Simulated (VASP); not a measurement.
# Hf (Fm-3m) in VASP: single point with LDA

Aim: the single point of Hf with LDA.

Everything below comes from runs of VASP 6.6.1. Logs are shortened: lines on timing, memory, paths and dates and some standing lists are left out, and cuts for length are marked.

### Step 1. The cell of the first run

Symmetry: Fm-3m, No. 225, cubic system. Conventional cell: a = 4.440 Å, b = 4.440 Å, c = 4.440 Å, α = 90.00°, β = 90.00°, γ = 90.00°. Hf (site symmetry m-3m) has 12 Hf at 3.14 Å within 4.1 Å.

### Step 2. Single point, LDA

Contents of INCAR:

```
PREC = Accurate ; ENCUT = 500
EDIFF = 1E-6 ; ISMEAR = -1
SIGMA = 0.05 ; LREAL = False
LASPH = True ; NELM = 120
ALGO = Normal ; ISIF = 2
LWAVE = False ; LCHARG = False
GGA = CA ; NBANDS = 11
GGA_COMPAT = False
```

Contents of KPOINTS:

```
Automatic mesh
0
Gamma
  9 9 9
```

Contents of POSCAR:

```
Hf
1.0
    0.0000000000      2.2200000000      2.2200000000
    2.2200000000      0.0000000000      2.2200000000
    2.2200000000      2.2200000000      0.0000000000
Hf
1
Direct
    0.0000000000      0.0000000000      0.0000000000
```

Potentials or basis: VASP PAW LDA potentials, release 64 (Hf_pv).

Launch:

```sh
$ cat potpaw_LDA.64/Hf_pv/POTCAR > POTCAR
$ mpirun -np 1 vasp_std > vasp.out
```

OUTCAR:

```text
PREC = Accurate
   ENCUT = 500
   EDIFF = 1E-6
   ISMEAR = -1
   LREAL = False
   LASPH = True
   NELM = 120
   ISIF = 2
   GGA = CA

 ion  position               nearest neighbor table
   1  0.000  0.000  0.000-

  LATTYP: Found a face centered cubic cell.
 ALAT       =     4.4400000000

  Lattice vectors:

 A1 = (   0.0000000000,   2.2200000000,   2.2200000000)
 A2 = (   2.2200000000,   0.0000000000,   2.2200000000)
 A3 = (   2.2200000000,   2.2200000000,   0.0000000000)

Analysis of symmetry for initial positions (statically):
=====================================================================
 Subroutine PRICEL returns:
 Original cell was already a primitive cell.

 Routine SETGRP: Setting up the symmetry group for a
 face centered cubic supercell.

 Subroutine GETGRP returns: Found 48 space group operations
 (whereof 48 operations were pure point group operations)
 out of a pool of 48 trial point group operations.

The static configuration has the point symmetry O_h .

Analysis of symmetry for dynamics (positions and initial velocities):
=====================================================================
 Subroutine PRICEL returns:
 Original cell was already a primitive cell.

 Routine SETGRP: Setting up the symmetry group for a
 face centered cubic supercell.

 Subroutine GETGRP returns: Found 48 space group operations
 (whereof 48 operations were pure point group operations)
 out of a pool of 48 trial point group operations.

The dynamic configuration has the point symmetry O_h .

 Subroutine INISYM returns: Found 48 space group operations
 (whereof 48 operations are pure point group operations),
 and found     1 'primitive' translations

----------------------------------------------------------------------------------------

                                     Primitive cell

  volume of cell :      21.8821

  direct lattice vectors                    reciprocal lattice vectors
     0.000000000  2.220000000  2.220000000    -0.225225225  0.225225225  0.225225225
     2.220000000  0.000000000  2.220000000     0.225225225 -0.225225225  0.225225225
     2.220000000  2.220000000  0.000000000     0.225225225  0.225225225 -0.225225225

  length of vectors
     3.139554108  3.139554108  3.139554108     0.390101533  0.390101533  0.390101533

  position of ions in fractional coordinates (direct lattice)
     0.000000000  0.000000000  0.000000000

  ion indices of the primitive-cell ions
   primitive index   ion index
                 1           1

----------------------------------------------------------------------------------------

 KPOINTS: Automatic mesh

Automatic generation of k-mesh.
 Grid dimensions read from file:
 generate k-points for:    9    9    9

 Generating k-lattice:

  Cartesian coordinates                     Fractional coordinates (reciprocal lattice)
    -0.025025025  0.025025025  0.025025025     0.111111111  0.000000000  0.000000000
     0.025025025 -0.025025025  0.025025025     0.000000000  0.111111111  0.000000000
     0.025025025  0.025025025 -0.025025025     0.000000000  0.000000000  0.111111111

  Length of vectors
     0.043344615  0.043344615  0.043344615

  Shift w.r.t. Gamma in fractional coordinates (k-lattice)
     0.000000000  0.000000000  0.000000000

 Subroutine IBZKPT returns following result:
 ===========================================

 Found     35 irreducible k-points:

 Following reciprocal coordinates:
            Coordinates               Weight
  0.000000  0.000000  0.000000      1.000000
  0.111111  0.000000  0.000000      8.000000
  0.222222  0.000000  0.000000      8.000000
  0.333333  0.000000  0.000000      8.000000
  0.444444  0.000000  0.000000      8.000000
  0.111111  0.111111  0.000000      6.000000
[... 16 lines left out ...]
 -0.333333  0.333333  0.000000     12.000000
  0.444444  0.444444  0.000000      6.000000
 [... further k-points ...]
   k-points           NKPTS =     35   k-points in BZ     NKDIM =     35   number of bands    NBANDS=     11
   number of dos      NEDOS =    301   number of ions     NIONS =      1
   total plane-waves  NPLWV =  13824
   dimension x,y,z NGX =    24 NGY =   24 NGZ =   24
   dimension x,y,z NGXF=    48 NGYF=   48 NGZF=   48
   ions per type =               1
   NGX,Y,Z   is equivalent  to a cutoff of  12.71, 12.71, 12.71 a.u.
   NGXF,Y,Z  is equivalent  to a cutoff of  25.42, 25.42, 25.42 a.u.
 SYSTEM =  unknown system
   PREC   = accura    normal or accurate (medium, high low for compatibility)
   ISTART =      0    job   : 0-new  1-cont  2-samecut
   ICHARG =      2    charge: 1-file 2-atom 10-const
   ISPIN  =      1    spin polarized calculation?
   LNONCOLLINEAR =      F non collinear calculations
   LSORBIT =      F    spin-orbit coupling
   LASPH  =      T    aspherical Exc in radial PAW
   ENCUT  =  500.0 eV  36.75 Ry    6.06 a.u.   5.72  5.72  5.72*2*pi/ulx,y,z
   NELM   =    120;   NELMIN=  2; NELMDL= -5     # of ELM steps
   EDIFF  = 0.1E-05   stopping-criterion for ELM
   LREAL  =      F    real-space projection
   EDIFFG = 0.1E-04   stopping-criterion for IOM
   NSW    =      0    number of steps for IOM
   IBRION =     -1    ionic relax: 0-MD 1-quasi-New 2-CG
   NFREE  =      0    steps in history (QN), initial steepest desc. (CG)
   ISIF   =      2    stress and relaxation
   ISYM   =      2    0-nonsym 1-usesym 2-fastsym
   POTIM  = 0.5000    time-step for ionic-motion
   TEBEG  =    0.0;   TEEND  =   0.0 temperature during run
   PSTRESS=    0.0 pullay stress
   NELECT =      10.0000    total number of electrons
   NUPDOWN=      -1.0000    fix difference up-down
   EMIN   =  10.00;   EMAX   =-10.00  energy-range for DOS
   EFERMI =   0.00;   METHOD = LEGACY
   ISMEAR =    -1;   SIGMA  =   0.05  broadening in eV -4-tet -1-fermi 0-gaus
   EFERMI_NEDOS =   21; number of points for ismear=-14 and -15
   IALGO  =     38    algorithm
   IMIX   =      4    mixing-type and parameters
     AMIX     =   0.40;   BMIX     =  1.00
     AMIX_MAG =   1.60;   BMIX_MAG =  1.00
  volume/ion in A,a.u.               =      21.88       147.67
  Fermi-wavevector in a.u.,A,eV,Ry     =   1.260991  2.382927 21.634588  1.590097
  Thomas-Fermi vector in A             =   2.394472
   LORBIT       =      0    0 simple, 1 ext, 2 COOP (PROOUT), +10 PAW based schemes
   GGA     = CA    functional components
   LHFCALC =     F    Hartree Fock is set to
   AEXX    =    0.0000 exact exchange contribution
   IVDW    =     0    specifies the selected vdW correction
   LEPSILON=     F    determine dielectric tensor
   LRPA    =     F    only Hartree local field effects (RPA)
 non-spin polarized calculation
  energy-cutoff  :      500.00
  volume of cell :       21.88
 maximum number of plane-waves:       568
   NGX = 11   NGY = 11   NGZ = 11

 number of electron      10.0000000 magnetization

 Free energy of the ion-electron system (eV)
  ---------------------------------------------------
  ext. energy  EPLUGINS =         0.00000000
  ---------------------------------------------------
  free energy    TOTEN  =       -10.60965540 eV

  energy without entropy =      -10.59177680  energy(sigma->0) =      -10.60071610

 E-fermi :   4.8161     XC(G=0): -11.5740

 val. band max:        4.8138028632   @ k =   0.3333   0.0000   0.0000
 cond. band min:       4.8346076800   @ k =  -0.3333   0.2222   0.0000
 fundamental gap:      0.0208048168
 Fermi energy:         4.8161344243

 k-point     1 :       0.0000    0.0000    0.0000
  band No.  band energies     occupation
      1     -25.0161      2.00000
      2     -25.0161      2.00000
      3     -25.0161      2.00000
      4      -2.4490      2.00000
      5       6.1059      0.00000
      6       6.1059      0.00000
      7       6.1059      0.00000
      8       8.9322      0.00000
      9       8.9322      0.00000
     10      16.2712      0.00000
     11      16.9492      0.00000

 k-point     2 :       0.1111    0.0000    0.0000
  band No.  band energies     occupation
      1     -25.1275      2.00000
      2     -25.0301      2.00000
      3     -25.0301      2.00000
      4      -2.0112      2.00000
      5       5.7029      0.00000
      6       6.3014      0.00000
      7       6.3014      0.00000
      8       8.7356      0.00000
      9       8.7356      0.00000
     10      16.9483      0.00000
     11      17.1760      0.00000

 k-point     3 :       0.2222    0.0000    0.0000
  band No.  band energies     occupation
      1     -25.4008      2.00000
      2     -25.0656      2.00000
      3     -25.0656      2.00000
      4      -0.8662      2.00000
      5       4.9964      0.05293
      6       6.5023      0.00000
      7       6.5023      0.00000
      8       8.7689      0.00000
      9       8.7689      0.00000
     10      16.7115      0.00000
     11      16.9633      0.00000

 k-point     4 :       0.3333    0.0000    0.0000
  band No.  band energies     occupation
      1     -25.6974      2.00000
      2     -25.1054      2.00000
      3     -25.1054      2.00000
      4       0.4031      2.00000
      5       4.8138      1.02331
      6       6.2104      0.00000
      7       6.2104      0.00000
      8       9.7739      0.00000
      9       9.7739      0.00000
     10      15.3124      0.00000
     11      16.9494      0.00000
[... 239 lines left out ...]
 k-point    22 :      -0.4444    0.3333    0.0000
  band No.  band energies     occupation
      1     -25.7456      2.00000
      2     -25.4692      2.00000
      3     -25.2757      2.00000
      4       2.2830      2.00000
      5       3.2542      2.00000
      6       5.7147      0.00000
      7       8.7458      0.00000
      8      11.1498      0.00000
      9      12.1209      0.00000
     10      13.6670      0.00000
     11      16.9468      0.00000

 k-point    23 :      -0.3333    0.3333    0.0000
  band No.  band energies     occupation
      1     -25.6207      2.00000
      2     -25.6135      2.00000
      3     -25.2266      2.00000
      4       2.9783      2.00000
      5       3.5008      2.00000
      6       5.0682      0.01285
      7       8.0203      0.00000
      8      10.0780      0.00000
      9      11.3218      0.00000
     10      16.3352      0.00000
     11      16.6980      0.00000

 k-point    24 :       0.4444    0.4444    0.0000
  band No.  band energies     occupation
      1     -25.8298      2.00000
      2     -25.3276      2.00000
      3     -25.3276      2.00000
      4       1.4377      2.00000
      5       2.6083      2.00000
      6       7.1658      0.00000
      7      11.0420      0.00000
      8      11.2383      0.00000
      9      11.2383      0.00000
     10      15.6149      0.00000
     11      15.6149      0.00000

 [... further k-points ...]

------------------------ aborting loop because EDIFF is reached ----------------------------------------

  FORCE on cell =-STRESS in cart. coord.  units (eV):
  Direction    XX          YY          ZZ          XY          YZ          ZX
  --------------------------------------------------------------------------------------
  -------------------------------------------------------------------------------------
  Total       -0.6981224     -0.6981224     -0.6981224     -0.0000000     -0.0000000      0.0000000
  in kB      -51.1155718    -51.1155718    -51.1155718     -0.0000000     -0.0000000      0.0000000
  external PRESSURE =     -51.1155718 kB  Pullay stress =       0.0000000 kB

 VOLUME and BASIS-vectors are now :
 -----------------------------------------------------------------------------
  energy-cutoff  :      500.00
  volume of cell :       21.88
      direct lattice vectors                 reciprocal lattice vectors
     0.000000000  2.220000000  2.220000000    -0.225225225  0.225225225  0.225225225
     2.220000000  0.000000000  2.220000000     0.225225225 -0.225225225  0.225225225
     2.220000000  2.220000000  0.000000000     0.225225225  0.225225225 -0.225225225

 POSITION                                       TOTAL-FORCE (eV/Angst)
 -----------------------------------------------------------------------------------
      0.00000      0.00000      0.00000         0.000000      0.000000     -0.000000
 -----------------------------------------------------------------------------------
    total drift:                                0.000000      0.000000      0.000000

  FREE ENERGIE OF THE ION-ELECTRON SYSTEM (eV)
  ---------------------------------------------------
  free  energy   TOTEN  =       -10.6096554045 eV

  energy  without entropy=      -10.5917768015  energy(sigma->0) =      -10.60071610
```

It took 7.1 s on 1 thread of Intel Xeon Platinum 8259CL at 2.50GHz (Skylake/Cascade Lake), shared host; peak memory 0.13 GiB.

What came out:

| Property | Result |
| --- | --- |
| Free energy | -10.6097 eV |
| Pressure | -5.1 GPa |
| Band gap on the k mesh | zero (band 5 reaches 6.11 eV, above the bottom of band 6 at 4.22 eV) |

Caveat: spin-orbit coupling is left out, which moves the levels of the heavy elements.
